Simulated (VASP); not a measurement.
# Ti12H (a cell with a defect) in VASP: single point with PBE

Aim: the single point of Ti12H (a cell with a defect) with PBE.

All numbers are computed with VASP 6.6.1; they aren't measurements. Logs are shortened: lines on timing, memory, paths and dates and some standing lists are left out, and cuts for length are marked.

**1. The cell of the first run**

The cell holds a defect, 13 atoms: a = 5.900 Å, b = 8.850 Å, c = 4.685 Å, α = 90.00°, β = 90.00°, γ = 120.00°.

**2. Single point, PBE**

INCAR

```
PREC = Accurate
ENCUT = 400
EDIFF = 1E-6
ISMEAR = -1
SIGMA = 0.1
LREAL = F
LASPH = T
NELM = 120
ALGO = Normal
ISIF = 2
LWAVE = F
LCHARG = T
GGA = PE
LELF = T
LVHAR = T
NBANDS = 84
GGA_COMPAT = F
```

KPOINTS

```
regular mesh
0
Gamma
  2 2 2
```

POSCAR

```
Ti12H
1.0
    5.9000000000      0.0000000000      0.0000000000
   -4.4250000000      7.6643250000      0.0000000000
    0.0000000000      0.0000000000      4.6846000000
Ti H
12 1
Direct
    0.0031774393      0.0005059914      0.0010261971
    0.1661685317      0.2218974169      0.4983546874
    0.0051312395      0.3303354868      0.0001782559
    0.1735871525      0.5594288766      0.4989668783
    0.0046929081      0.6703104104     -0.0022789465
    0.1688816513      0.8913290568      0.4979096322
    0.4992368297     -0.0021028042      0.0015194160
    0.6634901061      0.2188340742      0.5016735457
    0.4932941405      0.3295459152      0.0012981443
    0.6627504981      0.5589889925      0.4991221870
    0.5025162884      0.6674016080      0.0011928536
    0.6648976472      0.8887793681      0.4982191895
    0.8364706674      0.4451076071      0.7493045593
```

Potentials or basis: VASP PAW PBE potentials, release 64 (Ti_sv, H).

Launch:

```sh
$ cat potpaw_PBE.64/Ti_sv/POTCAR potpaw_PBE.64/H/POTCAR > POTCAR
$ mpirun -np 1 vasp_std > vasp.out
```

OUTCAR:

```text
PREC = Accurate
   ENCUT = 400
   EDIFF = 1E-6
   ISMEAR = -1
   LREAL = F
   LASPH = T
   NELM = 120
   ISIF = 2
   GGA = PE

 ion  position               nearest neighbor table
   1  0.003  0.001  0.001-   6 2.87   2 2.88   6 2.90  12 2.90   9 2.90   2 2.90   3 2.91
   2  0.166  0.222  0.498-   3 2.86   9 2.87   3 2.87   1 2.88   9 2.89   1 2.90
   3  0.005  0.330  0.000-   2 2.86   2 2.87   9 2.88   1 2.91   8 2.92
   4  0.174  0.559  0.499-  11 2.87  10 2.89  11 2.89   5 2.90   5 2.91  12 2.91
   5  0.005  0.670  0.998-   6 2.89   6 2.89   4 2.90   4 2.91   7 2.91  10 2.92
   6  0.169  0.891  0.498-   1 2.87   7 2.87   5 2.89   5 2.89   1 2.90   7 2.90   8 2.91
   7  0.499  0.998  0.002-  12 2.87   6 2.87   8 2.89   8 2.89  12 2.90   6 2.90   5 2.91
   8  0.663  0.219  0.502-   7 2.89   7 2.89   9 2.90   9 2.91   6 2.91   3 2.92
   9  0.493  0.330  0.001-   2 2.87   3 2.88   2 2.89   1 2.90   8 2.90   8 2.91
  10  0.663  0.559  0.499-  11 2.86  11 2.87   4 2.89  12 2.91   5 2.92
  11  0.503  0.667  0.001-  10 2.86  10 2.87   4 2.87  12 2.88   4 2.89  12 2.90
  12  0.665  0.889  0.498-   7 2.87  11 2.88   7 2.90   1 2.90  11 2.90   4 2.91  10 2.91
  13  0.836  0.445  0.749-

  LATTYP: Found a simple monoclinic cell.
 ALAT       =     5.9000000000
 B/A-ratio  =     0.7940000000
 C/A-ratio  =     1.3228756849
 COS(beta)  =    -0.1889822323

  Lattice vectors:

 A1 = (   5.9000000000,   0.0000000000,   0.0000000000)
 A2 = (   0.0000000000,   0.0000000000,   4.6846000000)
 A3 = (  -1.4750000000,  -7.6643250000,   0.0000000000)

Analysis of symmetry for initial positions (statically):
=====================================================================
 Subroutine PRICEL returns:
 Original cell was already a primitive cell.

 Routine SETGRP: Setting up the symmetry group for a
 simple monoclinic supercell.

 Subroutine GETGRP returns: Found  1 space group operations
 (whereof  1 operations were pure point group operations)
 out of a pool of  4 trial point group operations.

The static configuration has the point symmetry C_1 .

Analysis of symmetry for dynamics (positions and initial velocities):
=====================================================================
 Subroutine PRICEL returns:
 Original cell was already a primitive cell.

 Routine SETGRP: Setting up the symmetry group for a
 simple monoclinic supercell.

 Subroutine GETGRP returns: Found  1 space group operations
 (whereof  1 operations were pure point group operations)
 out of a pool of  4 trial point group operations.

The dynamic configuration has the point symmetry C_1 .

 Subroutine INISYM returns: Found  1 space group operations
 (whereof  1 operations are pure point group operations),
 and found     1 'primitive' translations

----------------------------------------------------------------------------------------

                                     Primitive cell

  volume of cell :     211.8354

  direct lattice vectors                    reciprocal lattice vectors
     5.900000000  0.000000000  0.000000000     0.169491525  0.097855976  0.000000000
    -4.425000000  7.664325000  0.000000000     0.000000000  0.130474634  0.000000000
     0.000000000  0.000000000  4.684600000     0.000000000  0.000000000  0.213465397

  length of vectors
     5.900000000  8.850000153  4.684600000     0.195711955  0.130474634  0.213465397

  position of ions in fractional coordinates (direct lattice)
     0.003177439  0.000505991  0.001026197
     0.166168532  0.221897417  0.498354687
     0.005131240  0.330335487  0.000178256
     0.173587152  0.559428877  0.498966878
     0.004692908  0.670310410  0.997721054
     0.168881651  0.891329057  0.497909632
     0.499236830  0.997897196  0.001519416
     0.663490106  0.218834074  0.501673546
     0.493294140  0.329545915  0.001298144
     0.662750498  0.558988992  0.499122187
     0.502516288  0.667401608  0.001192854
     0.664897647  0.888779368  0.498219189
     0.836470667  0.445107607  0.749304559

  ion indices of the primitive-cell ions
   primitive index   ion index
                 1           1
                 2           2
                 3           3
                 4           4
                 5           5
                 6           6
                 7           7
                 8           8
                 9           9
                10          10
                11          11
                12          12
                13          13

----------------------------------------------------------------------------------------

 KPOINTS: regular mesh

Automatic generation of k-mesh.
 Grid dimensions read from file:
 generate k-points for:    2    2    2

 Generating k-lattice:

  Cartesian coordinates                     Fractional coordinates (reciprocal lattice)
     0.084745763  0.048927988  0.000000000     0.500000000  0.000000000  0.000000000
     0.000000000  0.065237317  0.000000000     0.000000000  0.500000000  0.000000000
     0.000000000  0.000000000  0.106732699     0.000000000  0.000000000  0.500000000

  Length of vectors
     0.097855977  0.065237317  0.106732699

  Shift w.r.t. Gamma in fractional coordinates (k-lattice)
     0.000000000  0.000000000  0.000000000

 Subroutine IBZKPT returns following result:
 ===========================================

 Found      8 irreducible k-points:

 Following reciprocal coordinates:
            Coordinates               Weight
  0.000000  0.000000  0.000000      1.000000
  0.500000  0.000000  0.000000      1.000000
  0.000000  0.500000  0.000000      1.000000
  0.500000  0.500000  0.000000      1.000000
  0.000000  0.000000  0.500000      1.000000
  0.500000  0.000000  0.500000      1.000000
  0.000000  0.500000  0.500000      1.000000
  0.500000  0.500000  0.500000      1.000000
   k-points           NKPTS =      8   k-points in BZ     NKDIM =      8   number of bands    NBANDS=     84
   number of dos      NEDOS =    301   number of ions     NIONS =     13
   total plane-waves  NPLWV =  76800
   dimension x,y,z NGX =    40 NGY =   60 NGZ =   32
   dimension x,y,z NGXF=    80 NGYF=  120 NGZF=   64
   ions per type =              12   1
   NGX,Y,Z   is equivalent  to a cutoff of  11.27, 11.27, 11.36 a.u.
   NGXF,Y,Z  is equivalent  to a cutoff of  22.54, 22.54, 22.71 a.u.
 SYSTEM =  unknown system
   PREC   = accura    normal or accurate (medium, high low for compatibility)
   ISTART =      0    job   : 0-new  1-cont  2-samecut
   ICHARG =      2    charge: 1-file 2-atom 10-const
   ISPIN  =      1    spin polarized calculation?
   LNONCOLLINEAR =      F non collinear calculations
   LSORBIT =      F    spin-orbit coupling
   LASPH  =      T    aspherical Exc in radial PAW
   ENCUT  =  400.0 eV  29.40 Ry    5.42 a.u.   9.62 14.43  7.64*2*pi/ulx,y,z
   NELM   =    120;   NELMIN=  2; NELMDL= -5     # of ELM steps
   EDIFF  = 0.1E-05   stopping-criterion for ELM
   LREAL  =      F    real-space projection
   EDIFFG = 0.1E-04   stopping-criterion for IOM
   NSW    =      0    number of steps for IOM
   IBRION =     -1    ionic relax: 0-MD 1-quasi-New 2-CG
   NFREE  =      0    steps in history (QN), initial steepest desc. (CG)
   ISIF   =      2    stress and relaxation
   ISYM   =      2    0-nonsym 1-usesym 2-fastsym
   POTIM  = 0.5000    time-step for ionic-motion
   TEBEG  =    0.0;   TEEND  =   0.0 temperature during run
   PSTRESS=    0.0 pullay stress
   NELECT =     145.0000    total number of electrons
   NUPDOWN=      -1.0000    fix difference up-down
   EMIN   =  10.00;   EMAX   =-10.00  energy-range for DOS
   EFERMI =   0.00;   METHOD = LEGACY
   ISMEAR =    -1;   SIGMA  =   0.10  broadening in eV -4-tet -1-fermi 0-gaus
   EFERMI_NEDOS =   21; number of points for ismear=-14 and -15
   IALGO  =     38    algorithm
   IMIX   =      4    mixing-type and parameters
     AMIX     =   0.40;   BMIX     =  1.00
     AMIX_MAG =   1.60;   BMIX_MAG =  1.00
  volume/ion in A,a.u.               =      16.30       109.96
  Fermi-wavevector in a.u.,A,eV,Ry     =   1.442773  2.726446 28.321806  2.081594
  Thomas-Fermi vector in A             =   2.561256
   LORBIT       =      0    0 simple, 1 ext, 2 COOP (PROOUT), +10 PAW based schemes
   GGA     = PE    functional components
   LHFCALC =     F    Hartree Fock is set to
   AEXX    =    0.0000 exact exchange contribution
   IVDW    =     0    specifies the selected vdW correction
   LEPSILON=     F    determine dielectric tensor
   LRPA    =     F    only Hartree local field effects (RPA)
 non-spin polarized calculation
  energy-cutoff  :      400.00
  volume of cell :      211.84
 maximum number of plane-waves:      3864
 NGX is ok and might be reduce to    40
   NGX = 19   NGY = 29   NGZ = 15

 number of electron     145.0000062 magnetization

 Free energy of the ion-electron system (eV)
  ---------------------------------------------------
  ext. energy  EPLUGINS =         0.00000000
  ---------------------------------------------------
  free energy    TOTEN  =       -97.67879081 eV

  energy without entropy =      -97.18566218  energy(sigma->0) =      -97.43222650

 E-fermi :   8.1675     XC(G=0): -11.4730

 val. band max:        8.1567514600   @ k =   0.5000   0.5000   0.5000
 cond. band min:       8.1790782836   @ k =   0.5000   0.5000   0.5000
 fundamental gap:      0.0223268236
 Fermi energy:         8.1674904500

 k-point     1 :       0.0000    0.0000    0.0000
  band No.  band energies     occupation
      1     -48.5953      2.00000
      2     -48.5324      2.00000
      3     -48.5076      2.00000
      4     -48.5000      2.00000
      5     -48.4899      2.00000
      6     -48.4799      2.00000
[... 685 lines left out ...]
     83       8.6321      0.01901
     84       8.6527      0.01550

------------------------ aborting loop because EDIFF is reached ----------------------------------------

  FORCE on cell =-STRESS in cart. coord.  units (eV):
  Direction    XX          YY          ZZ          XY          YZ          ZX
  --------------------------------------------------------------------------------------
  -------------------------------------------------------------------------------------
  Total       -2.9402829     -2.5548243     -0.6715745     -0.2232840      0.0595336      0.0034663
  in kB      -22.2382837    -19.3229391     -5.0793290     -1.6887672      0.4502716      0.0262166
  external PRESSURE =     -15.5468506 kB  Pullay stress =       0.0000000 kB

 VOLUME and BASIS-vectors are now :
 -----------------------------------------------------------------------------
  energy-cutoff  :      400.00
  volume of cell :      211.84
      direct lattice vectors                 reciprocal lattice vectors
     5.900000000  0.000000000  0.000000000     0.169491525  0.097855976  0.000000000
    -4.425000000  7.664325000  0.000000000     0.000000000  0.130474634  0.000000000
     0.000000000  0.000000000  4.684600000     0.000000000  0.000000000  0.213465397

 POSITION                                       TOTAL-FORCE (eV/Angst)
 -----------------------------------------------------------------------------------
      0.01651      0.00388      0.00481         0.001546     -0.014002      0.004323
     -0.00150      1.70069      2.33459        -0.014353      0.009490     -0.006452
     -1.43146      2.53180      0.00084         0.019763     -0.023089      0.007598
     -1.45131      4.28764      2.33746         0.012292      0.024538     -0.020323
     -2.93844      5.13748      4.67392         0.008987      0.004016     -0.003446
     -2.94773      6.83144      2.33251        -0.013254     -0.000484     -0.009758
     -1.47020      7.64821      0.00712         0.012407     -0.000413      0.007996
      2.94625      1.67722      2.35014        -0.009926      0.001741      0.009124
      1.45219      2.52575      0.00608         0.033838     -0.004453     -0.008515
      1.43670      4.28427      2.33819        -0.012320      0.014754      0.003605
      0.01159      5.11518      0.00559        -0.003191     -0.011689      0.009315
     -0.00995      6.81189      2.33396        -0.004089      0.010886     -0.000998
      2.96558      3.41145      3.51019        -0.031701     -0.011295      0.007531
 -----------------------------------------------------------------------------------
    total drift:                               -0.000142     -0.000651      0.000439

  FREE ENERGIE OF THE ION-ELECTRON SYSTEM (eV)
  ---------------------------------------------------
  free  energy   TOTEN  =       -97.6787908093 eV

  energy  without entropy=      -97.1856621807  energy(sigma->0) =      -97.43222650
```

It took 4.5 min on 1 thread of Intel Xeon 8259CL, shared host; peak memory 0.29 GiB.

What came out:

```yaml
Free_energy: -97.6788 eV
Pressure: -1.6 GPa
Largest_force: 0.035 eV/Å
Band_gap_on_the_k_mesh: zero (an odd number of electrons rules out a gap without spin polarisation)
```

Forces on the atoms (eV/Å):
```
Ti   0.002 -0.014  0.004
Ti  -0.014  0.009 -0.006
Ti   0.020 -0.023  0.008
Ti   0.012  0.025 -0.020
Ti   0.009  0.004 -0.003
Ti  -0.013  0.000 -0.010
Ti   0.012  0.000  0.008
Ti  -0.010  0.002  0.009
Ti   0.034 -0.004 -0.009
Ti  -0.012  0.015  0.004
Ti  -0.003 -0.012  0.009
Ti  -0.004  0.011 -0.001
H   -0.032 -0.011  0.008
```

Levels at points of the mesh, in eV from the Fermi level:
```
           k point  band 70  band 71  band 72  band 73  band 74  band 75
(0.00, 0.00, 0.00)    -0.50     0.21     0.41     0.52     0.59     0.61
(0.50, 0.00, 0.00)    -0.59    -0.39    -0.33     0.14     0.31     0.43
(0.00, 0.50, 0.00)    -0.22    -0.01     0.12     0.24     0.42     0.47
(0.50, 0.50, 0.00)    -0.58    -0.34    -0.25     0.13     0.33     0.34
(0.00, 0.00, 0.50)    -0.48    -0.18     0.10     0.15     0.19     0.21
(0.50, 0.00, 0.50)    -0.44    -0.39    -0.37    -0.22    -0.20    -0.15
(0.00, 0.50, 0.50)    -0.25    -0.21    -0.17    -0.01     0.13     0.22
(0.50, 0.50, 0.50)    -0.38    -0.35    -0.30    -0.16    -0.08    -0.01
```

Caveat: the k points lie up to 0.67 Å⁻¹ apart, too coarse for converged energies and pressures of a metal.
